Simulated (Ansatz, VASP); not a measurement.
**One calculation of AlCo, two programs**

```
CELL_PARAMETERS angstrom
0.00000 2.39402 2.39402
2.39402 0.00000 2.39402
2.39402 2.39402 0.00000
ATOMIC_POSITIONS crystal
Al 0.00000 0.00000 0.00000
Co 0.50000 0.50000 0.50000
```

Alike in both runs: functional PBE; k mesh 6 × 6 × 6; occupations gaussian, width 0.1 eV; no spin polarisation.

Ansatz relaxed the structure, and its values are those at the end. VASP's run is a single point on that final structure, the one shown.

|  | VASP | Ansatz |
| --- | --- | --- |
| version | VASP 6.6.1 | Ansatz 0.2.0 |
| potentials or method | VASP PAW PBE potentials, release 64 (Al, Co), cutoff 520 eV | scalar-relativistic, plane waves, PAW |
| valence electrons in the cell | 12 | 20 |

|  | VASP | Ansatz | Ansatz less VASP |
| --- | --- | --- | --- |
| gap on the k mesh at the Fermi level (eV) | none | none | - |
| pressure (GPa) | 0.1 | 0.1 | +0.04 |

A gap of «none» marks a metal or a gap that the smearing closes. VASP's potentials hold 12 valence electrons a cell and Ansatz's 20, so a difference there can come from the potentials and not from the codes.

The k mesh is coarse, so the values compare programs but aren't converged.
